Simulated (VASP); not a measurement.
# CoO (R-3m) in VASP: notebook

The runs below take CoO through single point, with PBE+U.

Program: VASP 6.6.1. These are calculated values, not measurements. Logs are shortened: lines on timing, memory, paths and dates and some standing lists are left out, and cuts for length are marked.

### 1 The cell of the first run

It takes space group R-3m (No. 166, trigonal). Conventional cell: a = 2.949 Å, b = 2.949 Å, c = 7.170 Å, α = 90.00°, β = 90.00°, γ = 120.00°. Co (site symmetry -3m) has 6 O at 2.08 Å within 2.8 Å. O (site symmetry -3m) has 6 Co at 2.08 Å within 2.8 Å.

### 2 Single point, PBE+U, collinear spin, ferromagnetic start

INCAR reads:

```
SYSTEM = CoO
ALGO = Normal ; EDIFF = 1E-6
ENCUT = 520 ; GGA = PE
ISIF = 2 ; ISMEAR = 0
ISPIN = 2 ; LASPH = .TRUE.
LCHARG = .FALSE. ; LDAU = .TRUE.
LDAUJ = 0 0 ; LDAUL = 2 -1
LDAUPRINT = 1 ; LDAUTYPE = 2
LDAUU = 3.32 0 ; LMAXMIX = 4
LORBIT = 11 ; LREAL = .FALSE.
LWAVE = .FALSE. ; MAGMOM = 2.6 0.23
NBANDS = 18 ; NELM = 150
PREC = Accurate ; SIGMA = 0.05
```

KPOINTS reads:

```
k-points
0
G
  12 12 12
  0 0 0
```

POSCAR reads:

```
CoO
1.0
    1.4747370529      0.8514398345      2.3901185036
   -1.4747370529      0.8514398345      2.3901185036
    0.0000000000     -1.7028796690      2.3901185036
Co O
1 1
Direct
    0.0000000000      0.0000000000      0.0000000000
    0.5000000000      0.5000000000      0.5000000000
```

Potentials or basis: VASP PAW PBE potentials, release 64 (Co, O).

Run with:

```sh
$ cat potpaw_PBE.64/Co/POTCAR potpaw_PBE.64/O/POTCAR > POTCAR
$ mpirun -np 1 vasp_std > vasp.out
```

OUTCAR:

```text
SYSTEM = CoO
   EDIFF = 1E-6
   ENCUT = 520
   GGA = PE
   ISIF = 2
   ISMEAR = 0
   ISPIN = 2
   LASPH = .TRUE.
   LORBIT = 11
   LREAL = .FALSE.
   NELM = 150
   PREC = Accurate

 ion  position               nearest neighbor table
   1  0.000  0.000  0.000-   2 2.08   2 2.08   2 2.08   2 2.08   2 2.08   2 2.08
   2  0.500  0.500  0.500-   1 2.08   1 2.08   1 2.08   1 2.08   1 2.08   1 2.08

  LATTYP: Found a trigonal (rhomboedric) cell.
 ALAT       =     2.9347002621
 COS(alpha) =     0.4949531367

  Lattice vectors:

 A1 = (   1.4747370529,   0.8514398345,   2.3901185036)
 A2 = (  -1.4747370529,   0.8514398345,   2.3901185036)
 A3 = (   0.0000000000,  -1.7028796690,   2.3901185036)

Analysis of symmetry for initial positions (statically):
=====================================================================
 Subroutine PRICEL returns:
 Original cell was already a primitive cell.

 Routine SETGRP: Setting up the symmetry group for a
 trigonal (rhombohedral) supercell.

 Subroutine GETGRP returns: Found 12 space group operations
 (whereof 12 operations were pure point group operations)
 out of a pool of 12 trial point group operations.

The static configuration has the point symmetry D_3d.

Analysis of symmetry for dynamics (positions and initial velocities):
=====================================================================
 Subroutine PRICEL returns:
 Original cell was already a primitive cell.

 Routine SETGRP: Setting up the symmetry group for a
 trigonal (rhombohedral) supercell.

 Subroutine GETGRP returns: Found 12 space group operations
 (whereof 12 operations were pure point group operations)
 out of a pool of 12 trial point group operations.

The dynamic configuration has the point symmetry D_3d.

Analysis of structural, dynamic, and magnetic symmetry:
=====================================================================
 Subroutine PRICEL returns:
 Original cell was already a primitive cell.

 Routine SETGRP: Setting up the symmetry group for a
 trigonal (rhombohedral) supercell.

 Subroutine GETGRP returns: Found 12 space group operations
 (whereof 12 operations were pure point group operations)
 out of a pool of 12 trial point group operations.

The overall configuration has the point symmetry D_3d.

 Subroutine INISYM returns: Found 12 space group operations
 (whereof 12 operations are pure point group operations),
 and found     1 'primitive' translations

----------------------------------------------------------------------------------------

                                     Primitive cell

  volume of cell :      18.0069

  direct lattice vectors                    reciprocal lattice vectors
     1.474737053  0.851439835  2.390118504     0.339043492  0.195746851  0.139463099
    -1.474737053  0.851439835  2.390118504    -0.339043492  0.195746851  0.139463099
     0.000000000 -1.702879669  2.390118504     0.000000000 -0.391493703  0.139463099

  length of vectors
     2.934700262  2.934700262  2.934700262     0.415592679  0.415592679  0.415592679

  position of ions in fractional coordinates (direct lattice)
     0.000000000  0.000000000  0.000000000
     0.500000000  0.500000000  0.500000000

  ion indices of the primitive-cell ions
   primitive index   ion index
                 1           1
                 2           2

[... 62 lines left out ...]
   PREC   = accura    normal or accurate (medium, high low for compatibility)
   ISTART =      0    job   : 0-new  1-cont  2-samecut
   ICHARG =      2    charge: 1-file 2-atom 10-const
   ISPIN  =      2    spin polarized calculation?
   LNONCOLLINEAR =      F non collinear calculations
   LSORBIT =      F    spin-orbit coupling
   LASPH  =      T    aspherical Exc in radial PAW
   ENCUT  =  520.0 eV  38.22 Ry    6.18 a.u.   5.46  5.46  5.46*2*pi/ulx,y,z
   NELM   =    150;   NELMIN=  2; NELMDL= -5     # of ELM steps
   EDIFF  = 0.1E-05   stopping-criterion for ELM
   LREAL  =      F    real-space projection
   EDIFFG = 0.1E-04   stopping-criterion for IOM
   NSW    =      0    number of steps for IOM
   IBRION =     -1    ionic relax: 0-MD 1-quasi-New 2-CG
   NFREE  =      0    steps in history (QN), initial steepest desc. (CG)
   ISIF   =      2    stress and relaxation
   ISYM   =      2    0-nonsym 1-usesym 2-fastsym
   POTIM  = 0.5000    time-step for ionic-motion
   TEBEG  =    0.0;   TEEND  =   0.0 temperature during run
   PSTRESS=    0.0 pullay stress
   NELECT =      15.0000    total number of electrons
   NUPDOWN=      -1.0000    fix difference up-down
   EMIN   =  10.00;   EMAX   =-10.00  energy-range for DOS
   EFERMI =   0.00;   METHOD = LEGACY
   ISMEAR =     0;   SIGMA  =   0.05  broadening in eV -4-tet -1-fermi 0-gaus
   EFERMI_NEDOS =   21; number of points for ismear=-14 and -15
   IALGO  =     38    algorithm
   IMIX   =      4    mixing-type and parameters
     AMIX     =   0.40;   BMIX     =  1.00
     AMIX_MAG =   1.60;   BMIX_MAG =  1.00
  volume/ion in A,a.u.               =       9.00        60.76
  Fermi-wavevector in a.u.,A,eV,Ry     =   1.540372  2.910880 32.283151  2.372745
  Thomas-Fermi vector in A             =   2.646468
   LORBIT       =     11    0 simple, 1 ext, 2 COOP (PROOUT), +10 PAW based schemes
 LDA+U is selected, type is set to LDAUTYPE =  2
   angular momentum for each species LDAUL =     2   -1
   U (eV)           for each species LDAUU =   3.3  0.0
   J (eV)           for each species LDAUJ =   0.0  0.0
   GGA     = PE    functional components
   LHFCALC =     F    Hartree Fock is set to
   AEXX    =    0.0000 exact exchange contribution
   IVDW    =     0    specifies the selected vdW correction
   LEPSILON=     F    determine dielectric tensor
   LRPA    =     F    only Hartree local field effects (RPA)
 spin polarized calculation
 Gauss-broadening in eV      SIGMA  =   0.05
  energy-cutoff  :      520.00
  volume of cell :       18.01
 maximum number of plane-waves:       531
 NGX is ok and might be reduce to    24
   NGX = 11   NGY = 11   NGZ = 11

atom =   1  type =  1  l = 2

 onsite density matrix

spin component  1

  0.9877 -0.0000 -0.0000 -0.0240  0.0000
 -0.0000  1.0044 -0.0000 -0.0000 -0.0240
 -0.0000 -0.0000  0.9683  0.0000  0.0000
 -0.0240 -0.0000  0.0000  1.0044 -0.0000
  0.0000 -0.0240  0.0000 -0.0000  0.9877

spin component  2

  0.4674  0.0000  0.0000  0.1218  0.0000
  0.0000  0.1878  0.0000 -0.0000  0.1218
  0.0000  0.0000  0.9586 -0.0000  0.0000
  0.1218 -0.0000 -0.0000  0.1878  0.0000
  0.0000  0.1218  0.0000  0.0000  0.4674

 occupancies and eigenvectors

  o =  0.1422  v =  0.0000  0.0000  0.0000  0.0000  0.0000  0.3508 -0.0000 -0.0000 -0.9364  0.0000      0.0000  0.0000  0.0000  0.0000  0.0000  0.0000  0.0000  0.0000  0.0000  0.0000
  o =  0.1422  v =  0.0000  0.0000  0.0000  0.0000  0.0000 -0.0000 -0.9364 -0.0000  0.0000  0.3508      0.0000  0.0000  0.0000  0.0000  0.0000  0.0000  0.0000  0.0000  0.0000  0.0000
  o =  0.5130  v =  0.0000  0.0000  0.0000  0.0000  0.0000  0.9364 -0.0000  0.0000  0.3508 -0.0000      0.0000  0.0000  0.0000  0.0000  0.0000  0.0000  0.0000  0.0000  0.0000  0.0000
  o =  0.5130  v =  0.0000  0.0000  0.0000  0.0000  0.0000  0.0000  0.3508 -0.0000  0.0000  0.9364      0.0000  0.0000  0.0000  0.0000  0.0000  0.0000  0.0000  0.0000  0.0000  0.0000
  o =  0.9586  v =  0.0000  0.0000  0.0000  0.0000  0.0000 -0.0000  0.0000  1.0000 -0.0000  0.0000      0.0000  0.0000  0.0000  0.0000  0.0000  0.0000  0.0000  0.0000  0.0000  0.0000
  o =  0.9683  v = -0.0000  0.0000 -1.0000 -0.0000  0.0000  0.0000  0.0000  0.0000  0.0000  0.0000      0.0000  0.0000  0.0000  0.0000  0.0000  0.0000  0.0000  0.0000  0.0000  0.0000
  o =  0.9707  v =  0.8147  0.0000  0.0000  0.5798  0.0000  0.0000  0.0000  0.0000  0.0000  0.0000      0.0000  0.0000  0.0000  0.0000  0.0000  0.0000  0.0000  0.0000  0.0000  0.0000
  o =  0.9707  v =  0.0000 -0.5798 -0.0000  0.0000 -0.8147  0.0000  0.0000  0.0000  0.0000  0.0000      0.0000  0.0000  0.0000  0.0000  0.0000  0.0000  0.0000  0.0000  0.0000  0.0000
  o =  1.0215  v = -0.5798  0.0000 -0.0000  0.8147 -0.0000  0.0000  0.0000  0.0000  0.0000  0.0000      0.0000  0.0000  0.0000  0.0000  0.0000  0.0000  0.0000  0.0000  0.0000  0.0000
  o =  1.0215  v = -0.0000 -0.8147  0.0000  0.0000  0.5798  0.0000  0.0000  0.0000  0.0000  0.0000      0.0000  0.0000  0.0000  0.0000  0.0000  0.0000  0.0000  0.0000  0.0000  0.0000

 number of electron      14.9999999 magnetization       3.0000331

 Free energy of the ion-electron system (eV)
  ---------------------------------------------------
  ext. energy  EPLUGINS =         0.00000000
  ---------------------------------------------------
  free energy    TOTEN  =       -11.42811770 eV

  energy without entropy =      -11.42655751  energy(sigma->0) =      -11.42733761

 E-fermi :   8.7072     XC(G=0): -12.7885

 val. band max:        8.7054231378   @ k =  -0.2500   0.2500   0.0833
 cond. band min:       8.7077270485   @ k =   0.2500   0.2500   0.1667
 fundamental gap:      0.0023039106
 Fermi energy:         8.7072050623

 spin component 1

 k-point     1 :       0.0000    0.0000    0.0000
  band No.  band energies     occupation
      1     -11.7432      1.00000
      2       3.7268      1.00000
      3       3.7268      1.00000
      4       3.8866      1.00000
      5       3.8866      1.00000
      6       4.6010      1.00000
[... 1001 lines left out ...]
     17      38.0034      0.00000
     18      39.8458      0.00000

 [... further k-points ...]
[... 5 lines left out ...]
  --------------------------------------------------------------------------------------
  -------------------------------------------------------------------------------------
  Total        1.7772418      1.7772418      1.5497785      0.0000000      0.0000000      0.0000000
  in kB      158.1313103    158.1313103    137.8926009      0.0000000      0.0000000      0.0000000
  external PRESSURE =     151.3850739 kB  Pullay stress =       0.0000000 kB

 VOLUME and BASIS-vectors are now :
 -----------------------------------------------------------------------------
  energy-cutoff  :      520.00
  volume of cell :       18.01
      direct lattice vectors                 reciprocal lattice vectors
     1.474737053  0.851439835  2.390118504     0.339043492  0.195746851  0.139463099
    -1.474737053  0.851439835  2.390118504    -0.339043492  0.195746851  0.139463099
     0.000000000 -1.702879669  2.390118504     0.000000000 -0.391493703  0.139463099

 POSITION                                       TOTAL-FORCE (eV/Angst)
 -----------------------------------------------------------------------------------
      0.00000      0.00000      0.00000         0.000000     -0.000000      0.000000
      0.00000      0.00000      3.58518        -0.000000      0.000000      0.000000
 -----------------------------------------------------------------------------------
    total drift:                               -0.000000      0.000000     -0.000000

  FREE ENERGIE OF THE ION-ELECTRON SYSTEM (eV)
  ---------------------------------------------------
  free  energy   TOTEN  =       -11.4281177029 eV

  energy  without entropy=      -11.4265575119  energy(sigma->0) =      -11.42733761

 total charge

# of ion       s       p       d       tot
------------------------------------------
    1        0.319   0.415   7.194   7.928
    2        1.553   3.488   0.000   5.041
--------------------------------------------------
tot          1.872   3.903   7.194  12.970

 magnetization (x)

# of ion       s       p       d       tot
------------------------------------------
    1        0.021   0.019   2.682   2.722
    2        0.025   0.238   0.000   0.263
--------------------------------------------------
tot          0.046   0.257   2.682   2.985
```

Wall time 76 s (1 thread of AMD EPYC 9R45 (Zen 5), shared host); peak memory 0.2 GiB.

Results:

```
Free energy                                           : -11.4281 eV
Pressure                                              : 15.1 GPa
Band gap on the k mesh                                : zero (filled and empty bands overlap)
Net moment                                            : 3.00 μB per cell
Site moments                                          : Co +2.72; O +0.26 μB
Valence electrons inside the program's atomic spheres : Co 7.93; O 5.04
```

Eigenvalues of the final occupation matrices:
```
    site  spin  trace               eigenvalues
site 1 d     1   4.95  0.97 0.97 0.97 1.02 1.02
site 1 d     2   2.27  0.14 0.14 0.51 0.51 0.96
```

Caveat: the cell stands under pressure; a cell with one magnetic atom can't hold antiferromagnetic order, which such compounds often take. The state reached can hang on the start; a lower one may exist.

### 3 Single point, PBE+U, collinear spin, ferromagnetic start

This run uses another cell than the first one, of 9.58 Å³/atom.

INCAR reads:

```
SYSTEM = CoO
PREC = Accurate
ENCUT = 520
EDIFF = 1E-7
ISMEAR = 0
SIGMA = 0.05
LREAL = .FALSE.
LASPH = .TRUE.
NELM = 150
ALGO = Normal
ISIF = 2
LWAVE = .FALSE.
LCHARG = .FALSE.
ISPIN = 2
MAGMOM = 3 1
LORBIT = 11
LMAXMIX = 4
LDAU = .TRUE.
LDAUTYPE = 2
LDAUL = 2 -1
LDAUU = 3.32 0
LDAUJ = 0 0
LDAUPRINT = 1
GGA = PE
NBANDS = 18
```

KPOINTS reads:

```
regular mesh
0
G
  12 12 12
  0 0 0
```

POSCAR reads:

```
CoO
1.0
    1.5054695445      0.8691832468      2.4399269062
   -1.5054695445      0.8691832468      2.4399269062
    0.0000000000     -1.7383664936      2.4399269062
Co O
1 1
Direct
    0.0000000000      0.0000000000      0.0000000000
    0.5000000000      0.5000000000      0.5000000000
```

Potentials or basis: VASP PAW PBE potentials, release 64 (Co, O).

Run with:

```sh
$ cat potpaw_PBE.64/Co/POTCAR potpaw_PBE.64/O/POTCAR > POTCAR
$ mpirun -np 1 vasp_std > vasp.out
```

OUTCAR:

```text
SYSTEM = CoO
   PREC = Accurate
   ENCUT = 520
   EDIFF = 1E-7
   ISMEAR = 0
   LREAL = .FALSE.
   LASPH = .TRUE.
   NELM = 150
   ISIF = 2
   ISPIN = 2
   LORBIT = 11
   GGA = PE

 ion  position               nearest neighbor table
   1  0.000  0.000  0.000-   2 2.12   2 2.12   2 2.12   2 2.12   2 2.12   2 2.12
   2  0.500  0.500  0.500-   1 2.12   1 2.12   1 2.12   1 2.12   1 2.12   1 2.12

  LATTYP: Found a trigonal (rhomboedric) cell.
 ALAT       =     2.9958573687
 COS(alpha) =     0.4949531368

  Lattice vectors:

 A1 = (   1.5054695445,   0.8691832468,   2.4399269062)
 A2 = (  -1.5054695445,   0.8691832468,   2.4399269062)
 A3 = (   0.0000000000,  -1.7383664936,   2.4399269062)
[... 1261 lines left out ...]
 -----------------------------------------------------------------------------
  energy-cutoff  :      520.00
  volume of cell :       19.16
      direct lattice vectors                 reciprocal lattice vectors
     1.505469544  0.869183247  2.439926906     0.332122295  0.191750896  0.136616114
    -1.505469544  0.869183247  2.439926906    -0.332122295  0.191750896  0.136616114
     0.000000000 -1.738366494  2.439926906     0.000000000 -0.383501793  0.136616114

 POSITION                                       TOTAL-FORCE (eV/Angst)
 -----------------------------------------------------------------------------------
      0.00000      0.00000      0.00000         0.000000      0.000000     -0.000000
      0.00000      0.00000      3.65989        -0.000000      0.000000      0.000000
 -----------------------------------------------------------------------------------
    total drift:                               -0.000000      0.000000     -0.000000

  FREE ENERGIE OF THE ION-ELECTRON SYSTEM (eV)
  ---------------------------------------------------
  free  energy   TOTEN  =       -11.4876217187 eV

  energy  without entropy=      -11.4860010729  energy(sigma->0) =      -11.48681140

 total charge

# of ion       s       p       d       tot
------------------------------------------
    1        0.301   0.369   7.147   7.817
    2        1.553   3.453   0.000   5.006
--------------------------------------------------
tot          1.853   3.823   7.147  12.823

 magnetization (x)

# of ion       s       p       d       tot
------------------------------------------
    1        0.021   0.017   2.689   2.727
    2        0.023   0.231   0.000   0.254
--------------------------------------------------
tot          0.044   0.248   2.689   2.980
```

OSZICAR:

```text
N       E                     dE             d eps       ncg     rms          rms(c)
DAV:   1     0.813166707163E+02    0.81317E+02   -0.68542E+03 14128   0.974E+02
DAV:   2    -0.788072948601E+01   -0.89197E+02   -0.76890E+02 14348   0.223E+02
DAV:   3    -0.129526086435E+02   -0.50719E+01   -0.49829E+01 15720   0.572E+01
[... 11 lines left out ...]
DAV:  15    -0.114875695062E+02   -0.41733E-03   -0.30429E-03 17792   0.383E-01    0.533E-02
DAV:  16    -0.114876144887E+02   -0.44982E-04   -0.12839E-04 18508   0.115E-01    0.218E-02
DAV:  17    -0.114876161454E+02   -0.16567E-05   -0.14877E-05 17262   0.576E-02    0.133E-02
DAV:  18    -0.114876212999E+02   -0.51545E-05   -0.22520E-05 16870   0.364E-02    0.405E-03
DAV:  19    -0.114876217221E+02   -0.42218E-06   -0.34422E-06 18762   0.179E-02    0.105E-03
DAV:  20    -0.114876217187E+02    0.34363E-08   -0.11227E-07 13638   0.358E-03
   1 F= -.11487622E+02 E0= -.11486811E+02  d E =-.162065E-02  mag=     3.0000
```

stdout:

```text
POSCAR found type information on POSCAR CoO
 POSCAR found :  2 types and       2 ions
 scaLAPACK will be used
 LDA part: xc-table for (Slater+PW92), standard interpolation
 POSCAR, INCAR and KPOINTS ok, starting setup
 FFT: planning ... GRIDC
 FFT: planning ... GRID_SOFT
 FFT: planning ... GRID
 WAVECAR not read
 entering main loop
```

Run time: 86 s. Hardware: 1 thread of AMD EPYC 9R45 (Zen 5), shared host; peak memory 0.2 GiB.

Results:

```yaml
Free_energy: -11.4876 eV
Pressure: 1.8 GPa
Band_gap_on_the_k_mesh: zero (filled and empty bands overlap)
Net_moment: 3.00 μB per cell
Site_moments: Co +2.73; O +0.25 μB
Valence_electrons_inside_the_program's_atomic_spheres: Co 7.82; O 5.01
```

Stress tensor (GPa, compression positive):
```
2.25 0.00 0.00
0.00 2.25 0.00
0.00 0.00 0.77
```

Eigenvalues of the final occupation matrices:
| site | spin | trace | eigenvalues |
| --- | --- | --- | --- |
| site 1 d | 1 | 4.93 | 0.97 0.97 0.97 1.01 1.01 |
| site 1 d | 2 | 2.24 | 0.13 0.13 0.51 0.51 0.96 |

Caveat: a cell with one magnetic atom can't hold antiferromagnetic order, which such compounds often take. The state reached can hang on the start; a lower one may exist.
